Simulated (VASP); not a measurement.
# CdTe (F-43m) in VASP: notebook, part 2 of 3

VASP 6.6.1.

## Step 3: Vibrations by perturbation theory, LDA

This run uses another cell than the first one, of 28.30 Å³/atom.

Contents of INCAR:

```
PREC = Accurate
ENCUT = 520
EDIFF = 1E-8
ISMEAR = 0
SIGMA = 0.01
LREAL = False
LASPH = True
NELM = 60
ALGO = Normal
ISIF = 2
LWAVE = False
LCHARG = True
GGA = CA
IBRION = 8
NSW = 1
```

Contents of KPOINTS:

```
regular mesh
0
Gamma
  6 6 6
```

Contents of POSCAR:

```
CdTe
1.0
    3.0475166284      3.0475166284      0.0000000000
   -3.0475166284      3.0475166284      0.0000000000
    0.0000000000      3.0475166284      3.0475166284
Cd Te
1 1
Direct
    0.0000000000      0.0000000000      0.0000000000
    0.7500000000      0.2500000000      0.5000000000
```

Potentials or basis: VASP PAW LDA potentials, release 64 (Cd, Te).

Run with:

```console
$ cat potpaw_LDA.64/Cd/POTCAR potpaw_LDA.64/Te/POTCAR > POTCAR
$ mpirun -np 1 vasp_std > vasp.out
```

OUTCAR:

```text
PREC = Accurate
   ENCUT = 520
   EDIFF = 1E-8
   ISMEAR = 0
   LREAL = False
   LASPH = True
   NELM = 60
   ISIF = 2
   GGA = CA
   IBRION = 8
   NSW = 1

 ion  position               nearest neighbor table
   1  0.000  0.000  0.000-   2 2.64   2 2.64   2 2.64   2 2.64
   2  0.750  0.250  0.500-   1 2.64   1 2.64   1 2.64   1 2.64

  LATTYP: Found a face centered cubic cell.
 ALAT       =     6.0950332568

  Lattice vectors:

 A1 = (   0.0000000000,   3.0475166284,   3.0475166284)
 A2 = (   3.0475166284,   0.0000000000,   3.0475166284)
 A3 = (   3.0475166284,   3.0475166284,   0.0000000000)

Analysis of symmetry for initial positions (statically):
=====================================================================
 Subroutine PRICEL returns:
 Original cell was already a primitive cell.

 Routine SETGRP: Setting up the symmetry group for a
 face centered cubic supercell.

 Subroutine GETGRP returns: Found 24 space group operations
 (whereof 24 operations were pure point group operations)
 out of a pool of 48 trial point group operations.

The static configuration has the point symmetry T_d .

Analysis of symmetry for dynamics (positions and initial velocities):
=====================================================================
 Subroutine PRICEL returns:
 Original cell was already a primitive cell.

 Routine SETGRP: Setting up the symmetry group for a
 face centered cubic supercell.

 Subroutine GETGRP returns: Found 24 space group operations
 (whereof 24 operations were pure point group operations)
 out of a pool of 48 trial point group operations.

The dynamic configuration has the point symmetry T_d .

 Subroutine INISYM returns: Found 24 space group operations
 (whereof 24 operations are pure point group operations),
 and found     1 'primitive' translations

----------------------------------------------------------------------------------------

                                     Primitive cell

  volume of cell :      56.6068

  direct lattice vectors                    reciprocal lattice vectors
     3.047516628  3.047516628  0.000000000     0.164068014  0.164068014 -0.164068014
    -3.047516628  3.047516628  0.000000000    -0.164068014  0.164068014 -0.164068014
     0.000000000  3.047516628  3.047516628     0.000000000  0.000000000  0.328136027

  length of vectors
     4.309839347  4.309839347  4.309839347     0.284174136  0.284174136  0.328136027

  position of ions in fractional coordinates (direct lattice)
     0.000000000  0.000000000  0.000000000
     0.750000000  0.250000000  0.500000000

  ion indices of the primitive-cell ions
   primitive index   ion index
                 1           1
                 2           2

[... 125 lines left out ...]
      5      -4.6364      2.00000
      6      -4.6364      2.00000
      7       4.0809      2.00000
      8       4.0809      2.00000
      9       4.0809      2.00000
     10       5.2116      0.00000
     11       8.3891      0.00000
     12       8.3891      0.00000
     13       8.3891      0.00000
[... 228 lines left out ...]
      2      -4.8703      2.00000
      3      -4.8379      2.00000
      4      -4.7223      2.00000
      5      -4.6218      2.00000
      6      -3.7826      2.00000
      7      -1.2082      2.00000
      8       1.0188      2.00000
      9       1.0455      2.00000
     10       7.5176      0.00000
     11       7.8943      0.00000
     12      10.9747      0.00000
     13      11.2289      0.00000

------------------------ aborting loop because EDIFF is reached ----------------------------------------

  FORCE on cell =-STRESS in cart. coord.  units (eV):
  Direction    XX          YY          ZZ          XY          YZ          ZX
  --------------------------------------------------------------------------------------
  -------------------------------------------------------------------------------------
  Total        3.7178422      3.7178422      3.7178422      0.0000000     -0.0000000      0.0000000
  in kB      105.2284769    105.2284769    105.2284769      0.0000000     -0.0000000      0.0000000
  external PRESSURE =     105.2284769 kB  Pullay stress =       0.0000000 kB

 VOLUME and BASIS-vectors are now :
 -----------------------------------------------------------------------------
  energy-cutoff  :      520.00
  volume of cell :       56.61
      direct lattice vectors                 reciprocal lattice vectors
     3.047516628  3.047516628  0.000000000     0.164068014  0.164068014 -0.164068014
    -3.047516628  3.047516628  0.000000000    -0.164068014  0.164068014 -0.164068014
     0.000000000  3.047516628  3.047516628     0.000000000  0.000000000  0.328136027

 POSITION                                       TOTAL-FORCE (eV/Angst)
 -----------------------------------------------------------------------------------
      0.00000      0.00000      0.00000        -0.000000      0.000000      0.000000
      1.52376      4.57127      1.52376         0.000000     -0.000000     -0.000000
 -----------------------------------------------------------------------------------
    total drift:                                0.000000     -0.000000      0.000000

  FREE ENERGIE OF THE ION-ELECTRON SYSTEM (eV)
  ---------------------------------------------------
  free  energy   TOTEN  =        -5.7730003829 eV

  energy  without entropy=       -5.7730003829  energy(sigma->0) =       -5.77300038

[... ionic steps 2 to 3 ...]

--------------------------------------- Ionic step        4  -------------------------------------------

------------------------ aborting loop because EDIFF is reached ----------------------------------------

[... ionic steps 5 to 6 ...]

--------------------------------------- Ionic step        7  -------------------------------------------

 Free energy of the ion-electron system (eV)
  ---------------------------------------------------
  ---------------------------------------------------
  free energy    TOTEN  =        -0.04895313 eV

  energy without entropy =       -0.04895313

------------------------ aborting loop because EDIFF is reached ----------------------------------------

 INTERNAL STRAIN TENSOR  FOR ION    2  DIRECTION 1   (eV/Angst):
 -----------------------------------------------------------------------------
     0.02077  0.00000  0.00000
     0.00000 -0.01590 13.09968
     0.00000 13.09968 -0.01590

 INTERNAL STRAIN TENSOR FOR ION    2 for displacements in x,y,z  (eV/Angst):
          X           Y           Z          XY          YZ          ZX
  --------------------------------------------------------------------------------
  x     0.00000     0.00000     0.00000     0.00000    13.09968     0.00000
  y     0.00000    -0.00000     0.00000     0.00000     0.00000    13.09968
  z     0.00000     0.00000     0.00000    13.09968     0.00000     0.00000

 SECOND DERIVATIVES (NOT SYMMETRIZED)
 ------------------------------------
               1X          1Y          1Z          2X          2Y          2Z
  1X    -8.227403   -0.000000    0.000000    8.227403    0.000000   -0.000000
  1Y     0.000000   -8.227403   -0.000000   -0.000000    8.227403    0.000000
  1Z     0.000000   -0.000000   -8.227403   -0.000000    0.000000    8.227403
  2X     8.204905    0.000000    0.000000   -8.204905    0.000000    0.000000
  2Y     0.000000    8.204905    0.000000    0.000000   -8.204905    0.000000
  2Z     0.000000    0.000000    8.204905    0.000000    0.000000   -8.204905

 Eigenvectors and eigenvalues of the dynamical matrix
 ----------------------------------------------------

   1 f  =    5.796819 THz    36.422490 2PiTHz  193.361077 cm-1    23.973707 meV
             X         Y         Z           dx          dy          dz
      0.000000  0.000000  0.000000     0.729605    0.000000    0.000000
      1.523758  4.571275  1.523758    -0.683868    0.000000    0.000000
[... 21 lines left out ...]
   6 f/i=    0.003960 THz     0.024882 2PiTHz    0.132096 cm-1     0.016378 meV
             X         Y         Z           dx          dy          dz
      0.000000  0.000000  0.000000     0.322008   -0.061564    0.600164
      1.523758  4.571275  1.523758     0.343543   -0.065681    0.640303

--------------------------------------------------------------------------------------------------------

 ELASTIC MODULI CONTR FROM IONIC RELAXATION (kBar)
 Direction    XX          YY          ZZ          XY          YZ          ZX
 --------------------------------------------------------------------------------
 XX          -0.0000      0.0000      0.0000      0.0000     -0.0000     -0.0000
 YY           0.0000     -0.0000      0.0000      0.0000      0.0000      0.0000
 ZZ           0.0000      0.0000     -0.0000     -0.0000      0.0000     -0.0000
 XY           0.0000      0.0000     -0.0000   -601.8939     -0.0000      0.0000
 YZ          -0.0000      0.0000      0.0000     -0.0000   -601.8939      0.0000
 ZX          -0.0000      0.0000     -0.0000     -0.0000      0.0000   -601.8939
 --------------------------------------------------------------------------------
```

It took 31 s on 1 thread of Intel Xeon 6975P-C (Granite Rapids), shared host; peak memory 0.24 GiB.

Results:

* Highest phonon frequency at Γ, LO-TO splitting left out: 193 cm⁻¹

Phonon frequencies in cm⁻¹ (negative: imaginary):
```tsv
q point	frequencies
(0.000, 0.000, 0.000)	0 0 0 193 193 193
```

Caveat: the cell stands under pressure or tension, which shifts response properties; spin-orbit coupling is left out, which moves the levels of the heavy elements.

## Step 4: Vibrations by perturbation theory, LDA

This run uses another cell than the first one, of 29.35 Å³/atom.

Contents of INCAR:

```
SYSTEM = CdTe
  PREC = Accurate
  ENCUT = 520
  EDIFF = 1E-8
  ISMEAR = 0
  SIGMA = 0.01
  LREAL = .False.
  LASPH = .True.
  NELM = 80
  ALGO = Normal
  ISIF = 2
  LWAVE = .False.
  LCHARG = .True.
  GGA = CA
  NBANDS = 16
  IBRION = 8
  NSW = 1
```

Contents of KPOINTS:

```
Automatic mesh
0
Gamma
  6 6 6
  0 0 0
```

Contents of POSCAR:

```
CdTe
1.0
    3.0847141062      3.0847141062      0.0000000000
   -3.0847141062      3.0847141062      0.0000000000
    0.0000000000      3.0847141062      3.0847141062
Cd Te
1 1
Direct
    0.0000000000      0.0000000000      0.0000000000
    0.7500000000      0.2500000000      0.5000000000
```

Potentials or basis: VASP PAW LDA potentials, release 64 (Cd, Te).

Run with:

```console
$ cat potpaw_LDA.64/Cd/POTCAR potpaw_LDA.64/Te/POTCAR > POTCAR
$ mpirun -np 1 vasp_std > vasp.out
```

OUTCAR:

```text
SYSTEM = CdTe
   PREC = Accurate
   ENCUT = 520
   EDIFF = 1E-8
   ISMEAR = 0
   LREAL = .False.
   LASPH = .True.
   NELM = 80
   ISIF = 2
   GGA = CA
   IBRION = 8
   NSW = 1

 ion  position               nearest neighbor table
   1  0.000  0.000  0.000-   2 2.67   2 2.67   2 2.67   2 2.67
   2  0.750  0.250  0.500-   1 2.67   1 2.67   1 2.67   1 2.67

  LATTYP: Found a face centered cubic cell.
 ALAT       =     6.1694282124

  Lattice vectors:

 A1 = (   0.0000000000,   3.0847141062,   3.0847141062)
 A2 = (   3.0847141062,   0.0000000000,   3.0847141062)
 A3 = (   3.0847141062,   3.0847141062,   0.0000000000)

Analysis of symmetry for initial positions (statically):
=====================================================================
 Subroutine PRICEL returns:
 Original cell was already a primitive cell.

[... 523 lines left out ...]

 INTERNAL STRAIN TENSOR  FOR ION    2  DIRECTION 1   (eV/Angst):
 -----------------------------------------------------------------------------
     0.01936  0.00000  0.00000
     0.00000 -0.01514 11.23033
     0.00000 11.23033 -0.01514

 INTERNAL STRAIN TENSOR FOR ION    2 for displacements in x,y,z  (eV/Angst):
          X           Y           Z          XY          YZ          ZX
  --------------------------------------------------------------------------------
  x     0.00000    -0.00000    -0.00000     0.00000    11.23033     0.00000
  y    -0.00000     0.00000    -0.00000     0.00000     0.00000    11.23033
  z    -0.00000    -0.00000     0.00000    11.23033     0.00000     0.00000

 SECOND DERIVATIVES (NOT SYMMETRIZED)
 ------------------------------------
               1X          1Y          1Z          2X          2Y          2Z
  1X    -7.321121    0.000000    0.000000    7.321121    0.000000    0.000000
  1Y     0.000000   -7.321121    0.000000    0.000000    7.321121    0.000000
  1Z     0.000000    0.000000   -7.321121    0.000000    0.000000    7.321121
  2X     7.295618    0.000000   -0.000000   -7.295618   -0.000000    0.000000
  2Y    -0.000000    7.295618    0.000000    0.000000   -7.295618   -0.000000
  2Z    -0.000000    0.000000    7.295618    0.000000   -0.000000   -7.295618

 Eigenvectors and eigenvalues of the dynamical matrix
 ----------------------------------------------------

   1 f  =    5.467275 THz    34.351903 2PiTHz  182.368670 cm-1    22.610823 meV
             X         Y         Z           dx          dy          dz
      0.000000  0.000000  0.000000     0.729734    0.000000    0.000000
      1.542357  4.627071  1.542357    -0.683732   -0.000000    0.000000
[... 21 lines left out ...]
   6 f/i=    0.004760 THz     0.029905 2PiTHz    0.158760 cm-1     0.019684 meV
             X         Y         Z           dx          dy          dz
      0.000000  0.000000  0.000000    -0.533358   -0.425562    0.043758
      1.542357  4.627071  1.542357    -0.569243   -0.454194    0.046702

--------------------------------------------------------------------------------------------------------

 ELASTIC MODULI CONTR FROM IONIC RELAXATION (kBar)
 Direction    XX          YY          ZZ          XY          YZ          ZX
 --------------------------------------------------------------------------------
 XX          -0.0000      0.0000      0.0000      0.0000     -0.0000      0.0000
 YY           0.0000     -0.0000      0.0000      0.0000      0.0000     -0.0000
 ZZ           0.0000      0.0000     -0.0000     -0.0000      0.0000      0.0000
 XY           0.0000      0.0000     -0.0000   -480.6801     -0.0000     -0.0000
 YZ          -0.0000      0.0000      0.0000     -0.0000   -480.6801     -0.0000
 ZX           0.0000     -0.0000      0.0000     -0.0000     -0.0000   -480.6801
 --------------------------------------------------------------------------------
```

stdout:

```text
POSCAR found type information on POSCAR CdTe
 POSCAR found :  2 types and       2 ions
 scaLAPACK will be used
 LDA part: xc-table for (Slater(with rela. corr.)+CA(PZ))
 , standard interpolation
 POSCAR, INCAR and KPOINTS ok, starting setup
 FFT: planning ... GRIDC
 FFT: planning ... GRID_SOFT
 FFT: planning ... GRID
 WAVECAR not read
 entering main loop
 Linear response reoptimize wavefunctions to high precision
 Linear response DOF=           2
 Linear response progress:
 first order change of Fermi-energy   0.94026E-04
 force on displaced ion       1 direction 1 :  -7.321  -0.000  -0.000
 Linear response progress:
 first order change of Fermi-energy  -0.47064E-03
 force on displaced ion       2 direction 1 :  -7.296   0.000   0.000
 Linear response finished
```

Run time: 37 s. Hardware: 1 thread of Intel Xeon 6975P-C (Granite Rapids), shared host; peak memory 0.25 GiB.

Results:

```yaml
Highest_phonon_frequency_at_Γ_LO-TO_splitting_left_out: 182 cm⁻¹
```

Phonon frequencies in cm⁻¹ (negative: imaginary):
| q point | frequencies |
| --- | --- |
| (0.000, 0.000, 0.000) | 0 0 0 182 182 182 |

Caveat: the cell stands under pressure or tension, which shifts response properties; spin-orbit coupling is left out, which moves the levels of the heavy elements.

[end of part 2 of 3]
